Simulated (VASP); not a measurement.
# Ti (I4/mmm) in VASP: notebook

The runs below take Ti through single point, with PBEsol.

Program: VASP 6.6.1. These are calculated values, not measurements. Logs are shortened: lines on timing, memory, paths and dates and some standing lists are left out, and cuts for length are marked.

### Step 1. The cell of the first run

It takes space group I4/mmm (No. 139, tetragonal). Conventional cell: a = 2.868 Å, b = 2.868 Å, c = 4.096 Å, α = 90.00°, β = 90.00°, γ = 90.00°. Ti (site symmetry 4/mmm) has 12 Ti at 2.87 to 2.88 Å within 3.8 Å.

This isn't the form of Ti at room conditions, which is hcp.

### Step 2. Single point, PBEsol (strain +0.0100 x Voigt [0, 0, 1, 0, 0, 0])

Input file INCAR:

```
  ALGO = Fast
  EDIFF = 1E-7
  ENCUT = 520
  GGA = PS
  ISIF = 2
  ISMEAR = 0
  LASPH = T
  LCHARG = F
  LREAL = F
  LWAVE = F
  NBANDS = 12
  NELM = 100
  PREC = Accurate
  SIGMA = 0.15
```

Input file KPOINTS:

```
k-points
0
Gamma
  26 26 26
```

Input file POSCAR:

```
Ti
1.0
    0.0000000000      2.0279211513      2.0482003628
    2.0279211513      0.0000000000      2.0482003628
    2.0279211513      2.0279211513      0.0000000000
Ti
1
Direct
    0.0000000000      0.0000000000      0.0000000000
```

Potentials or basis: VASP PAW PBE potentials, release 64 (Ti_sv).

The run is started by

```bash
cat potpaw_PBE.64/Ti_sv/POTCAR > POTCAR
mpirun -np 1 vasp_std > vasp.out
```

OUTCAR:

```text
EDIFF = 1E-7
   ENCUT = 520
   GGA = PS
   ISIF = 2
   ISMEAR = 0
   LASPH = T
   LREAL = F
   NELM = 100
   PREC = Accurate

 ion  position               nearest neighbor table
   1  0.000  0.000  0.000-

  LATTYP: Found a body centered tetragonal cell.
 ALAT       =     2.8679135956
 C/A-ratio  =     1.4283556980

  Lattice vectors:

 A1 = (  -2.0279211513,   0.0000000000,   2.0482003628)
 A2 = (   2.0279211513,   0.0000000000,   2.0482003628)
 A3 = (   0.0000000000,   2.0279211513,  -2.0482003628)

Analysis of symmetry for initial positions (statically):
=====================================================================
 Subroutine PRICEL returns:
 Original cell was already a primitive cell.

 Routine SETGRP: Setting up the symmetry group for a
 body centered tetragonal supercell.

 Subroutine GETGRP returns: Found 16 space group operations
 (whereof 16 operations were pure point group operations)
 out of a pool of 16 trial point group operations.

The static configuration has the point symmetry D_4h.

Analysis of symmetry for dynamics (positions and initial velocities):
=====================================================================
 Subroutine PRICEL returns:
 Original cell was already a primitive cell.

 Routine SETGRP: Setting up the symmetry group for a
 body centered tetragonal supercell.

 Subroutine GETGRP returns: Found 16 space group operations
 (whereof 16 operations were pure point group operations)
 out of a pool of 16 trial point group operations.

The dynamic configuration has the point symmetry D_4h.

 Subroutine INISYM returns: Found 16 space group operations
 (whereof 16 operations are pure point group operations),
 and found     1 'primitive' translations

----------------------------------------------------------------------------------------

                                     Primitive cell

  volume of cell :      16.8463

  direct lattice vectors                    reciprocal lattice vectors
     0.000000000  2.027921151  2.048200363    -0.246557910  0.246557910  0.244116742
     2.027921151  0.000000000  2.048200363     0.246557910 -0.246557910  0.244116742
     2.027921151  2.027921151  0.000000000     0.246557910  0.246557910 -0.244116742

  length of vectors
     2.882288834  2.882288834  2.867913596     0.425646085  0.425646085  0.425646085

  position of ions in fractional coordinates (direct lattice)
     0.000000000  0.000000000  0.000000000

  ion indices of the primitive-cell ions
   primitive index   ion index
                 1           1

----------------------------------------------------------------------------------------

 KPOINTS: k-points

Automatic generation of k-mesh.
 Grid dimensions read from file:
 generate k-points for:   26   26   26

 Generating k-lattice:

  Cartesian coordinates                     Fractional coordinates (reciprocal lattice)
    -0.009482997  0.009482997  0.009389105     0.038461538 -0.000000000  0.000000000
     0.009482997 -0.009482997  0.009389105    -0.000000000  0.038461538  0.000000000
     0.009482997  0.009482997 -0.009389105     0.000000000  0.000000000  0.038461538

  Length of vectors
     0.016371003  0.016371003  0.016371003

  Shift w.r.t. Gamma in fractional coordinates (k-lattice)
     0.000000000  0.000000000  0.000000000

 Subroutine IBZKPT returns following result:
 ===========================================

 Found   1330 irreducible k-points:

 Following reciprocal coordinates:
            Coordinates               Weight
  0.000000  0.000000  0.000000      1.000000
  0.038462  0.000000  0.000000      8.000000
  0.076923  0.000000  0.000000      8.000000
  0.115385  0.000000  0.000000      8.000000
  0.153846  0.000000  0.000000      8.000000
  0.192308  0.000000  0.000000      8.000000
[... 16 lines left out ...]
  0.346154  0.038462  0.000000      8.000000
  0.384615  0.038462  0.000000      8.000000
 [... further k-points ...]
   k-points           NKPTS =   1330   k-points in BZ     NKDIM =   1330   number of bands    NBANDS=     12
   number of dos      NEDOS =    301   number of ions     NIONS =      1
   total plane-waves  NPLWV =  13824
   dimension x,y,z NGX =    24 NGY =   24 NGZ =   24
   dimension x,y,z NGXF=    48 NGYF=   48 NGZF=   48
   ions per type =               1
   NGX,Y,Z   is equivalent  to a cutoff of  13.84, 13.84, 13.91 a.u.
   NGXF,Y,Z  is equivalent  to a cutoff of  27.69, 27.69, 27.82 a.u.
 SYSTEM =  unknown system
   PREC   = accura    normal or accurate (medium, high low for compatibility)
   ISTART =      0    job   : 0-new  1-cont  2-samecut
   ICHARG =      2    charge: 1-file 2-atom 10-const
   ISPIN  =      1    spin polarized calculation?
   LNONCOLLINEAR =      F non collinear calculations
   LSORBIT =      F    spin-orbit coupling
   LASPH  =      T    aspherical Exc in radial PAW
   ENCUT  =  520.0 eV  38.22 Ry    6.18 a.u.   5.36  5.36  5.33*2*pi/ulx,y,z
   NELM   =    100;   NELMIN=  2; NELMDL= -5     # of ELM steps
   EDIFF  = 0.1E-06   stopping-criterion for ELM
   LREAL  =      F    real-space projection
   EDIFFG = 0.1E-05   stopping-criterion for IOM
   NSW    =      0    number of steps for IOM
   IBRION =     -1    ionic relax: 0-MD 1-quasi-New 2-CG
   NFREE  =      0    steps in history (QN), initial steepest desc. (CG)
   ISIF   =      2    stress and relaxation
   ISYM   =      2    0-nonsym 1-usesym 2-fastsym
   POTIM  = 0.5000    time-step for ionic-motion
   TEBEG  =    0.0;   TEEND  =   0.0 temperature during run
   PSTRESS=    0.0 pullay stress
   NELECT =      12.0000    total number of electrons
   NUPDOWN=      -1.0000    fix difference up-down
   EMIN   =  10.00;   EMAX   =-10.00  energy-range for DOS
   EFERMI =   0.00;   METHOD = LEGACY
   ISMEAR =     0;   SIGMA  =   0.15  broadening in eV -4-tet -1-fermi 0-gaus
   EFERMI_NEDOS =   21; number of points for ismear=-14 and -15
   IALGO  =     68    algorithm
   IMIX   =      4    mixing-type and parameters
     AMIX     =   0.40;   BMIX     =  1.00
     AMIX_MAG =   1.60;   BMIX_MAG =  1.00
  volume/ion in A,a.u.               =      16.85       113.68
  Fermi-wavevector in a.u.,A,eV,Ry     =   1.462066  2.762905 29.084328  2.137638
  Thomas-Fermi vector in A             =   2.578324
   LORBIT       =      0    0 simple, 1 ext, 2 COOP (PROOUT), +10 PAW based schemes
   GGA     = PS    functional components
   LHFCALC =     F    Hartree Fock is set to
   AEXX    =    0.0000 exact exchange contribution
   IVDW    =     0    specifies the selected vdW correction
   LEPSILON=     F    determine dielectric tensor
   LRPA    =     F    only Hartree local field effects (RPA)
 non-spin polarized calculation
 RMM-DIIS sequential band-by-band and
 Gauss-broadening in eV      SIGMA  =   0.15
  energy-cutoff  :      520.00
  volume of cell :       16.85
 maximum number of plane-waves:       467
 NGX is ok and might be reduce to    24
   NGX = 11   NGY = 11   NGZ = 11

 number of electron      12.0000002 magnetization

 Free energy of the ion-electron system (eV)
  ---------------------------------------------------
  ext. energy  EPLUGINS =         0.00000000
  ---------------------------------------------------
  free energy    TOTEN  =        -8.29190422 eV

  energy without entropy =       -8.27293253  energy(sigma->0) =       -8.28241838

 E-fermi :   8.4213     XC(G=0): -11.7826

 val. band max:        8.4202733186   @ k =   0.1923   0.1538   0.0000
 cond. band min:       8.4213449370   @ k =  -0.3077   0.0769   0.2692
 fundamental gap:      0.0010716184
 Fermi energy:         8.4212973627

 k-point     1 :       0.0000    0.0000    0.0000
  band No.  band energies     occupation
      1     -48.0065      2.00000
      2     -23.9241      2.00000
      3     -23.9222      2.00000
      4     -23.9222      2.00000
      5       2.2510      2.00000
      6       9.2611      0.00000
      7       9.3431      0.00000
      8       9.3431      0.00000
      9      10.9601      0.00000
     10      11.0556      0.00000
     11      23.8592      0.00000
     12      28.3013      0.00000

 k-point     2 :       0.0385    0.0000    0.0000
  band No.  band energies     occupation
      1     -48.0045      2.00000
      2     -23.9342      2.00000
      3     -23.9248      2.00000
      4     -23.9235      2.00000
      5       2.3006      2.00000
      6       9.2561      0.00000
      7       9.3351      0.00000
      8       9.3617      0.00000
      9      10.9482      0.00000
     10      11.0426      0.00000
     11      23.9055      0.00000
     12      27.9776      0.00000

 k-point     3 :       0.0769    0.0000    0.0000
  band No.  band energies     occupation
      1     -47.9985      2.00000
      2     -23.9673      2.00000
      3     -23.9293      2.00000
      4     -23.9274      2.00000
      5       2.4479      2.00000
      6       9.1865      0.00000
      7       9.3663      0.00000
      8       9.4143      0.00000
      9      10.9169      0.00000
     10      11.0076      0.00000
     11      24.0243      0.00000
     12      27.0509      0.00000
[... 286 lines left out ...]
 k-point    23 :       0.3462    0.0385    0.0000
  band No.  band energies     occupation
      1     -47.9001      2.00000
      2     -24.4871      2.00000
      3     -23.9990      2.00000
      4     -23.9990      2.00000
      5       5.0681      2.00000
      6       8.3997      1.16103
      7       9.3277      0.00000
      8       9.4977      0.00000
      9      11.4510      0.00000
     10      11.6628      0.00000
     11      19.4934      0.00000
     12      23.9821      0.00000

 k-point    24 :       0.3846    0.0385    0.0000
  band No.  band energies     occupation
      1     -47.8864      2.00000
      2     -24.5569      2.00000
      3     -24.0100      2.00000
      4     -24.0065      2.00000
      5       5.3969      2.00000
      6       8.5202      0.35093
      7       9.2442      0.00000
      8       9.4149      0.00000
      9      11.7074      0.00000
     10      11.8522      0.00000
     11      18.5757      0.00000
     12      23.6640      0.00000

 [... further k-points ...]

------------------------ aborting loop because EDIFF is reached ----------------------------------------

  FORCE on cell =-STRESS in cart. coord.  units (eV):
  Direction    XX          YY          ZZ          XY          YZ          ZX
  --------------------------------------------------------------------------------------
  -------------------------------------------------------------------------------------
  Total       -0.1269754     -0.1269754     -0.1637384      0.0000000      0.0000000     -0.0000000
  in kB      -12.0760668    -12.0760668    -15.5724395      0.0000000      0.0000000     -0.0000000
  external PRESSURE =     -13.2415244 kB  Pullay stress =       0.0000000 kB

 VOLUME and BASIS-vectors are now :
 -----------------------------------------------------------------------------
  energy-cutoff  :      520.00
  volume of cell :       16.85
      direct lattice vectors                 reciprocal lattice vectors
     0.000000000  2.027921151  2.048200363    -0.246557910  0.246557910  0.244116742
     2.027921151  0.000000000  2.048200363     0.246557910 -0.246557910  0.244116742
     2.027921151  2.027921151  0.000000000     0.246557910  0.246557910 -0.244116742

 POSITION                                       TOTAL-FORCE (eV/Angst)
 -----------------------------------------------------------------------------------
      0.00000      0.00000      0.00000         0.000000     -0.000000      0.000000
 -----------------------------------------------------------------------------------
    total drift:                                0.000000     -0.000000     -0.000000

  FREE ENERGIE OF THE ION-ELECTRON SYSTEM (eV)
  ---------------------------------------------------
  free  energy   TOTEN  =        -8.2919042216 eV

  energy  without entropy=       -8.2729325296  energy(sigma->0) =       -8.28241838
```

It took 26 min on 1 thread of Intel Xeon 8259CL, shared host; peak memory 0.33 GiB.

Results:

- Free energy: -8.2919 eV
- Pressure: -1.3 GPa
- Band gap on the k mesh: zero (bands 6 and 7 overlap by 1.40 eV)

Stress tensor (GPa, compression positive):
```
-1.21  0.00  0.00
 0.00 -1.21  0.00
 0.00  0.00 -1.56
```

Caveat: the cell differs from its parent crystal (strain +0.0100 x Voigt [0, 0, 1, 0, 0, 0]); the PAW data sets were made with another functional, which shifts forces and pressure a little.

(Part 1 of 2 ends here.)
